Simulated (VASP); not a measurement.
# CdF2 (Fm-3m) in VASP: further runs

CdF2 is run at these levels: PBE+D3(BJ), RPBE+D3(BJ); tasks: single point.

All numbers are computed with VASP 6.6.1; they aren't measurements. Logs are shortened: lines on timing, memory, paths and dates and some standing lists are left out, and cuts for length are marked.

## Step 1: The cell of the first run

It takes space group Fm-3m (No. 225, cubic). The conventional cell has a = 5.333 Å, b = 5.333 Å, c = 5.333 Å, α = 90.00°, β = 90.00°, γ = 90.00°. Cd (site symmetry m-3m) has 8 F at 2.31 Å within 3.1 Å. F (site symmetry -43m) has 4 Cd at 2.31 Å and 6 F at 2.67 Å within 3.1 Å.

## Step 2: Single point, PBE+D3(BJ) (volume scaled by 0.94)

INCAR reads:

```
PREC = Accurate
ENCUT = 520
EDIFF = 1E-7
ISMEAR = 0
SIGMA = 0.02
LREAL = False
LASPH = True
NELM = 100
ALGO = Normal
ISIF = 2
LWAVE = False
LCHARG = True
GGA = PE
IVDW = 12
LELF = True
LVHAR = True
NBANDS = 20
```

KPOINTS reads:

```
regular mesh
0
Gamma
  8 8 8
```

POSCAR reads:

```
CdF2
1.0
    0.0000000000      2.6666693433      2.6666693433
    2.6666693433      0.0000000000      2.6666693433
    2.6666693433      2.6666693433      0.0000000000
Cd F
1 2
Direct
    0.0000000000      0.0000000000      0.0000000000
    0.2500000000      0.2500000000      0.2500000000
    0.7500000000      0.7500000000      0.7500000000
```

Potentials or basis: VASP PAW PBE potentials, release 64 (Cd, F).

Started as:

```sh
cat potpaw_PBE.64/Cd/POTCAR potpaw_PBE.64/F/POTCAR > POTCAR
mpirun -np 1 vasp_std > vasp.out
```

OUTCAR:

```text
PREC = Accurate
   ENCUT = 520
   EDIFF = 1E-7
   ISMEAR = 0
   LREAL = False
   LASPH = True
   NELM = 100
   ISIF = 2
   GGA = PE
   IVDW = 12
 IVDW          = 12

 ion  position               nearest neighbor table
   1  0.000  0.000  0.000-   3 2.31   3 2.31   3 2.31   2 2.31   3 2.31   2 2.31   2 2.31   2 2.31

   2  0.250  0.250  0.250-   1 2.31   1 2.31   1 2.31   1 2.31
   3  0.750  0.750  0.750-   1 2.31   1 2.31   1 2.31   1 2.31

  LATTYP: Found a face centered cubic cell.
 ALAT       =     5.3333386866

  Lattice vectors:

 A1 = (   0.0000000000,   2.6666693433,   2.6666693433)
 A2 = (   2.6666693433,   0.0000000000,   2.6666693433)
 A3 = (   2.6666693433,   2.6666693433,   0.0000000000)

Analysis of symmetry for initial positions (statically):
=====================================================================
 Subroutine PRICEL returns:
 Original cell was already a primitive cell.

 Routine SETGRP: Setting up the symmetry group for a
 face centered cubic supercell.

 Subroutine GETGRP returns: Found 48 space group operations
 (whereof 48 operations were pure point group operations)
 out of a pool of 48 trial point group operations.

The static configuration has the point symmetry O_h .

Analysis of symmetry for dynamics (positions and initial velocities):
=====================================================================
 Subroutine PRICEL returns:
 Original cell was already a primitive cell.

 Routine SETGRP: Setting up the symmetry group for a
 face centered cubic supercell.

 Subroutine GETGRP returns: Found 48 space group operations
 (whereof 48 operations were pure point group operations)
 out of a pool of 48 trial point group operations.

The dynamic configuration has the point symmetry O_h .

 Subroutine INISYM returns: Found 48 space group operations
 (whereof 48 operations are pure point group operations),
 and found     1 'primitive' translations

----------------------------------------------------------------------------------------

                                     Primitive cell

  volume of cell :      37.9260

  direct lattice vectors                    reciprocal lattice vectors
     0.000000000  2.666669343  2.666669343    -0.187499812  0.187499812  0.187499812
     2.666669343  0.000000000  2.666669343     0.187499812 -0.187499812  0.187499812
     2.666669343  2.666669343  0.000000000     0.187499812  0.187499812 -0.187499812

  length of vectors
     3.771239952  3.771239952  3.771239952     0.324759200  0.324759200  0.324759200

  position of ions in fractional coordinates (direct lattice)
     0.000000000  0.000000000  0.000000000
     0.250000000  0.250000000  0.250000000
     0.750000000  0.750000000  0.750000000

  ion indices of the primitive-cell ions
   primitive index   ion index
                 1           1
                 2           2
                 3           3

----------------------------------------------------------------------------------------

 KPOINTS: regular mesh

Automatic generation of k-mesh.
 Grid dimensions read from file:
 generate k-points for:    8    8    8

 Generating k-lattice:

  Cartesian coordinates                     Fractional coordinates (reciprocal lattice)
    -0.023437476  0.023437476  0.023437476     0.125000000  0.000000000  0.000000000
     0.023437476 -0.023437476  0.023437476     0.000000000  0.125000000  0.000000000
     0.023437476  0.023437476 -0.023437476     0.000000000  0.000000000  0.125000000

  Length of vectors
     0.040594900  0.040594900  0.040594900

  Shift w.r.t. Gamma in fractional coordinates (k-lattice)
     0.000000000  0.000000000  0.000000000

 Subroutine IBZKPT returns following result:
 ===========================================

 Found     29 irreducible k-points:

 Following reciprocal coordinates:
            Coordinates               Weight
  0.000000  0.000000  0.000000      1.000000
  0.125000  0.000000  0.000000      8.000000
  0.250000  0.000000  0.000000      8.000000
  0.375000  0.000000  0.000000      8.000000
  0.500000  0.000000  0.000000      4.000000
  0.125000  0.125000  0.000000      6.000000
[... 16 lines left out ...]
  0.500000  0.250000  0.125000     48.000000
 -0.375000  0.250000  0.125000     24.000000
 [... further k-points ...]
   k-points           NKPTS =     29   k-points in BZ     NKDIM =     29   number of bands    NBANDS=     20
   number of dos      NEDOS =    301   number of ions     NIONS =      3
   total plane-waves  NPLWV =  21952
   dimension x,y,z NGX =    28 NGY =   28 NGZ =   28
   dimension x,y,z NGXF=    56 NGYF=   56 NGZF=   56
   ions per type =               1   2
   NGX,Y,Z   is equivalent  to a cutoff of  12.34, 12.34, 12.34 a.u.
   NGXF,Y,Z  is equivalent  to a cutoff of  24.69, 24.69, 24.69 a.u.
 SYSTEM =  unknown system
   PREC   = accura    normal or accurate (medium, high low for compatibility)
   ISTART =      0    job   : 0-new  1-cont  2-samecut
   ICHARG =      2    charge: 1-file 2-atom 10-const
   ISPIN  =      1    spin polarized calculation?
   LNONCOLLINEAR =      F non collinear calculations
   LSORBIT =      F    spin-orbit coupling
   LASPH  =      T    aspherical Exc in radial PAW
   ENCUT  =  520.0 eV  38.22 Ry    6.18 a.u.   7.01  7.01  7.01*2*pi/ulx,y,z
   NELM   =    100;   NELMIN=  2; NELMDL= -5     # of ELM steps
   EDIFF  = 0.1E-06   stopping-criterion for ELM
   LREAL  =      F    real-space projection
   EDIFFG = 0.1E-05   stopping-criterion for IOM
   NSW    =      0    number of steps for IOM
   IBRION =     -1    ionic relax: 0-MD 1-quasi-New 2-CG
   NFREE  =      0    steps in history (QN), initial steepest desc. (CG)
   ISIF   =      2    stress and relaxation
   ISYM   =      2    0-nonsym 1-usesym 2-fastsym
   POTIM  = 0.5000    time-step for ionic-motion
   TEBEG  =    0.0;   TEEND  =   0.0 temperature during run
   PSTRESS=    0.0 pullay stress
   NELECT =      26.0000    total number of electrons
   NUPDOWN=      -1.0000    fix difference up-down
   EMIN   =  10.00;   EMAX   =-10.00  energy-range for DOS
   EFERMI =   0.00;   METHOD = LEGACY
   ISMEAR =     0;   SIGMA  =   0.02  broadening in eV -4-tet -1-fermi 0-gaus
   EFERMI_NEDOS =   21; number of points for ismear=-14 and -15
   IALGO  =     38    algorithm
   IMIX   =      4    mixing-type and parameters
     AMIX     =   0.40;   BMIX     =  1.00
     AMIX_MAG =   1.60;   BMIX_MAG =  1.00
  volume/ion in A,a.u.               =      12.64        85.31
  Fermi-wavevector in a.u.,A,eV,Ry     =   1.443511  2.727840 28.350788  2.083724
  Thomas-Fermi vector in A             =   2.561910
   LORBIT       =      0    0 simple, 1 ext, 2 COOP (PROOUT), +10 PAW based schemes
   GGA     = PE    functional components
   LHFCALC =     F    Hartree Fock is set to
   AEXX    =    0.0000 exact exchange contribution
   IVDW    =    12    specifies the selected vdW correction
   LEPSILON=     F    determine dielectric tensor
   LRPA    =     F    only Hartree local field effects (RPA)
 non-spin polarized calculation
 Gauss-broadening in eV      SIGMA  =   0.02
  energy-cutoff  :      520.00
  volume of cell :       37.93
 maximum number of plane-waves:      1036
   NGX = 13   NGY = 13   NGZ = 13

 number of electron      26.0000011 magnetization

 Free energy of the ion-electron system (eV)
  ---------------------------------------------------
  ext. energy  EPLUGINS =         0.00000000
  ---------------------------------------------------
  free energy    TOTEN  =       -10.79675119 eV

  energy without entropy =      -10.79675119  energy(sigma->0) =      -10.79675119

 E-fermi :  -0.8977     XC(G=0): -10.5798

 val. band max:       -1.0738358005   @ k =  -0.2500   0.5000   0.2500
 cond. band min:       2.1033398893   @ k =   0.0000   0.0000   0.0000
 fundamental gap:      3.1771756898
 Fermi energy:        -0.8977472247

 k-point     1 :       0.0000    0.0000    0.0000
  band No.  band energies     occupation
      1     -22.0558      2.00000
      2     -20.8605      2.00000
      3      -6.7930      2.00000
      4      -6.7930      2.00000
      5      -6.7930      2.00000
      6      -5.4464      2.00000
[... 12 lines left out ...]
     19      19.0452      0.00000
     20      19.0452      0.00000

 k-point     2 :       0.1250    0.0000    0.0000
  band No.  band energies     occupation
      1     -22.0023      2.00000
      2     -20.9102      2.00000
      3      -6.7293      2.00000
      4      -6.7293      2.00000
      5      -6.6141      2.00000
      6      -5.4675      2.00000
[... 12 lines left out ...]
     19      18.6523      0.00000
     20      18.6523      0.00000

 k-point     3 :       0.2500    0.0000    0.0000
  band No.  band energies     occupation
      1     -21.8571      2.00000
      2     -21.0409      2.00000
      3      -6.5813      2.00000
      4      -6.5813      2.00000
      5      -6.1307      2.00000
      6      -5.4864      2.00000
[... 12 lines left out ...]
     19      17.9882      0.00000
     20      18.8390      0.00000

 k-point     4 :       0.3750    0.0000    0.0000
  band No.  band energies     occupation
      1     -21.6574      2.00000
      2     -21.2220      2.00000
      3      -6.4580      2.00000
      4      -6.4580      2.00000
      5      -5.5131      2.00000
      6      -5.4292      2.00000
[... 12 lines left out ...]
     19      17.5048      0.00000
     20      18.3282      0.00000

 k-point     5 :       0.5000    0.0000    0.0000
  band No.  band energies     occupation
      1     -21.4771      2.00000
      2     -21.3931      2.00000
      3      -6.4201      2.00000
      4      -6.4201      2.00000
      5      -5.3696      2.00000
      6      -5.3696      2.00000
[... 12 lines left out ...]
     19      17.3285      0.00000
     20      17.9572      0.00000

 k-point     6 :       0.1250    0.1250    0.0000
  band No.  band energies     occupation
      1     -21.9856      2.00000
      2     -20.9244      2.00000
      3      -6.7006      2.00000
      4      -6.7005      2.00000
      5      -6.5640      2.00000
      6      -5.5404      2.00000
[... 12 lines left out ...]
     19      18.8588      0.00000
     20      19.1892      0.00000

 k-point     7 :       0.2500    0.1250    0.0000
  band No.  band energies     occupation
      1     -21.8751      2.00000
      2     -21.0212      2.00000
      3      -6.5666      2.00000
      4      -6.5644      2.00000
      5      -6.1979      2.00000
      6      -5.6399      2.00000
[... 12 lines left out ...]
     19      18.9552      0.00000
     20      20.1192      0.00000
[... 277 lines left out ...]
 k-point    20 :      -0.3750    0.3750    0.0000
  band No.  band energies     occupation
      1     -21.4667      2.00000
      2     -21.3584      2.00000
      3      -6.3755      2.00000
      4      -5.8722      2.00000
      5      -5.5482      2.00000
      6      -5.5310      2.00000
[... 12 lines left out ...]
     19      19.6813      0.00000
     20      20.2200      0.00000

 k-point    21 :       0.5000    0.5000    0.0000
  band No.  band energies     occupation
      1     -21.5484      2.00000
      2     -21.2682      2.00000
      3      -6.6083      2.00000
      4      -5.7350      2.00000
      5      -5.7350      2.00000
      6      -5.3197      2.00000
[... 12 lines left out ...]
     19      18.6932      0.00000
     20      20.5132      0.00000

 k-point    22 :       0.3750    0.2500    0.1250
  band No.  band energies     occupation
      1     -21.7553      2.00000
      2     -21.1228      2.00000
      3      -6.4388      2.00000
      4      -6.3857      2.00000
      5      -5.8270      2.00000
      6      -5.7643      2.00000
[... 12 lines left out ...]
     19      18.6294      0.00000
     20      21.1225      0.00000

 k-point    23 :       0.5000    0.2500    0.1250
  band No.  band energies     occupation
      1     -21.5943      2.00000
      2     -21.2622      2.00000
      3      -6.3433      2.00000
      4      -6.2188      2.00000
      5      -5.7301      2.00000
      6      -5.4493      2.00000
[... 12 lines left out ...]
     19      18.0806      0.00000
     20      21.1139      0.00000

 k-point    24 :      -0.3750    0.2500    0.1250
  band No.  band energies     occupation
      1     -21.4445      2.00000
      2     -21.4024      2.00000
      3      -6.3116      2.00000
      4      -6.1764      2.00000
      5      -5.5317      2.00000
      6      -5.4939      2.00000
[... 12 lines left out ...]
     19      17.8614      0.00000
     20      21.4569      0.00000

 [... further k-points ...]

------------------------ aborting loop because EDIFF is reached ----------------------------------------

 Edisp (eV)   -0.51803

 E8    (eV) :    -0.1957

  FORCE on cell =-STRESS in cart. coord.  units (eV):
  Direction    XX          YY          ZZ          XY          YZ          ZX
  --------------------------------------------------------------------------------------
  -------------------------------------------------------------------------------------
  Total       1.90172     1.90172     1.90172    -0.00000    -0.00000     0.00000
  in kB      80.33793    80.33793    80.33793    -0.00000    -0.00000     0.00000
  external pressure =       80.34 kB  Pullay stress =        0.00 kB

 VOLUME and BASIS-vectors are now :
 -----------------------------------------------------------------------------
  energy-cutoff  :      520.00
  volume of cell :       37.93
      direct lattice vectors                 reciprocal lattice vectors
     0.000000000  2.666669343  2.666669343    -0.187499812  0.187499812  0.187499812
     2.666669343  0.000000000  2.666669343     0.187499812 -0.187499812  0.187499812
     2.666669343  2.666669343  0.000000000     0.187499812  0.187499812 -0.187499812

 POSITION                                       TOTAL-FORCE (eV/Angst)
 -----------------------------------------------------------------------------------
      0.00000      0.00000      0.00000        -0.000000     -0.000000      0.000000
      1.33333      1.33333      1.33333        -0.000000     -0.000000     -0.000000
      4.00000      4.00000      4.00000         0.000000      0.000000      0.000000
 -----------------------------------------------------------------------------------
    total drift:                                0.000000      0.000000      0.000000

  FREE ENERGIE OF THE ION-ELECTRON SYSTEM (eV)
  ---------------------------------------------------
  free  energy   TOTEN  =       -11.3147790792 eV

  energy  without entropy=      -11.3147790792  energy(sigma->0) =      -11.31477908
```

It took 12 s on 1 thread of Intel Xeon Platinum 8559C (Emerald Rapids), shared host; peak memory 0.17 GiB.

Results:

- Free energy: -11.3148 eV
- Pressure: 8.0 GPa
- Band gap on the k mesh: 3.18 eV, indirect (least direct gap 3.64 eV)
- Dispersion energy per atom: -0.173 eV

Levels at points of the mesh, in eV from the valence-band top:
| k point | band 9 | band 10 | band 11 | band 12 | band 13 | band 14 | band 15 | band 16 | band 17 | band 18 |
| --- | --- | --- | --- | --- | --- | --- | --- | --- | --- | --- |
| (0.00, 0.00, 0.00) | -1.05 | -1.05 | -0.46 | -0.46 | -0.46 | 3.18 | 12.85 | 12.85 | 12.85 | 17.92 |
| (0.50, 0.00, 0.00) | -2.41 | -1.96 | -1.96 | -0.37 | -0.37 | 7.41 | 9.26 | 14.77 | 14.77 | 18.40 |
| (0.50, 0.50, 0.00) | -3.12 | -3.12 | -0.56 | -0.09 | -0.09 | 8.26 | 9.82 | 11.98 | 14.56 | 14.56 |

Caveat: the cell differs from its parent crystal (volume scaled by 0.94).

## Step 3: Single point, PBE+D3(BJ)

This run uses another cell than the first one, of 13.03 Å³/atom, 1.031 times its volume.

INCAR reads:

```
ALGO = Normal
EDIFF = 1E-7
ENCUT = 520
GGA = PE
ISIF = 2
ISMEAR = 0
IVDW = 12
LASPH = T
LCHARG = F
LREAL = F
LWAVE = F
NBANDS = 20
NELM = 100
PREC = Accurate
SIGMA = 0.02
```

KPOINTS reads:

```
k-points
0
Gamma
  8 8 8
```

POSCAR reads:

```
CdF2
1.0
    0.0000000000      2.6940000000      2.6940000000
    2.6940000000      0.0000000000      2.6940000000
    2.6940000000      2.6940000000      0.0000000000
Cd F
1 2
Direct
    0.0000000000      0.0000000000      0.0000000000
    0.2500000000      0.2500000000      0.2500000000
    0.7500000000      0.7500000000      0.7500000000
```

Potentials or basis: VASP PAW PBE potentials, release 64 (Cd, F).

Started as:

```sh
cat potpaw_PBE.64/Cd/POTCAR potpaw_PBE.64/F/POTCAR > POTCAR
mpirun -np 1 vasp_std > vasp.out
```

It took 12 s on 1 thread of Intel Xeon Platinum 8559C (Emerald Rapids), shared host; peak memory 0.17 GiB.

Results (log left out):

```yaml
Free_energy: -11.3616 eV
Pressure: 4.1 GPa
Band_gap_on_the_k_mesh: 3.07 eV, indirect (least direct gap 3.57 eV)
Dispersion_energy_per_atom: -0.167 eV
```

Levels at points of the mesh, in eV from the valence-band top:
```csv
k point,band 11,band 12,band 13,band 14,band 15,band 16
"(0.00, 0.00, 0.00)",-0.50,-0.50,-0.50,3.07,12.70,12.70
"(0.50, 0.00, 0.00)",-1.84,-0.40,-0.40,7.17,9.16,14.50
"(0.50, 0.50, 0.00)",-0.50,-0.09,-0.09,8.00,9.65,11.92
```

A k mesh can miss the band edges. As with any semilocal functional, this PBE gap is likely too small.

## Step 4: Single point, RPBE+D3(BJ)

This run uses another cell than the first one, of 13.03 Å³/atom, 1.031 times its volume.

INCAR reads:

```
PREC = Accurate
ENCUT = 520
EDIFF = 1E-7
ISMEAR = 1
SIGMA = 0.02
LREAL = F
LASPH = T
NELM = 80
ALGO = Normal
ISIF = 2
LWAVE = F
LCHARG = T
GGA = RP
IVDW = 12
LELF = T
LVHAR = T
NBANDS = 20
```

KPOINTS reads:

```
regular mesh
0
Gamma
  8 8 8
```

POSCAR is that of step 3.

Started as:

```sh
cat potpaw_PBE.64/Cd/POTCAR potpaw_PBE.64/F/POTCAR > POTCAR
mpirun -np 1 vasp_std > vasp.out
```

Run time: 14 s. Hardware: 1 thread of Intel Xeon Platinum 8559C (Emerald Rapids), shared host; peak memory 0.17 GiB.

The run converged. Its results:

```
Free energy                : -11.6087 eV
Pressure                   : 1.3 GPa
Band gap on the k mesh     : 3.27 eV, indirect (least direct gap 3.78 eV)
Dispersion energy per atom : -0.571 eV
```

Levels at points of the mesh, in eV from the valence-band top:
```csv
k point,band 9,band 10,band 11,band 12,band 13,band 14,band 15,band 16,band 17,band 18
"(0.00, 0.00, 0.00)",-0.96,-0.96,-0.51,-0.51,-0.51,3.27,12.93,12.93,12.93,18.07
"(0.50, 0.00, 0.00)",-2.22,-1.81,-1.81,-0.40,-0.40,7.30,9.45,14.69,14.69,18.46
"(0.50, 0.50, 0.00)",-2.91,-2.91,-0.49,-0.09,-0.09,8.13,9.86,12.32,14.50,14.50
```

Caveat: the PAW data sets were made with another functional, which shifts forces and pressure a little. A k mesh can miss the band edges.

## Step 5: Summary

| level | cell | smearing | gap on the mesh (eV) | pressure (GPa) |
| --- | --- | --- | --- | --- |
| PBE+D3(BJ) | a = 3.771 Å, angles 60.0°, 3 atoms | gaussian 0.02 eV | 3.18 | 8.0 |
| PBE+D3(BJ) | a = 3.810 Å, angles 60.0°, 3 atoms | gaussian 0.02 eV | 3.07 | 4.1 |
| RPBE+D3(BJ) | a = 3.810 Å, angles 60.0°, 3 atoms | methfessel-paxton 0.02 eV | 3.27 | 1.3 |

Alike in all rows: task single point; potentials or basis VASP PAW PBE potentials, release 64 (Cd, F); no spin polarisation; k mesh 8 × 8 × 8; cutoff (eV) 520.

Caveats: the PAW data sets were made with another functional, which shifts forces and pressure a little (some runs).

Absolute energies hang on the potentials; compare differences alone.
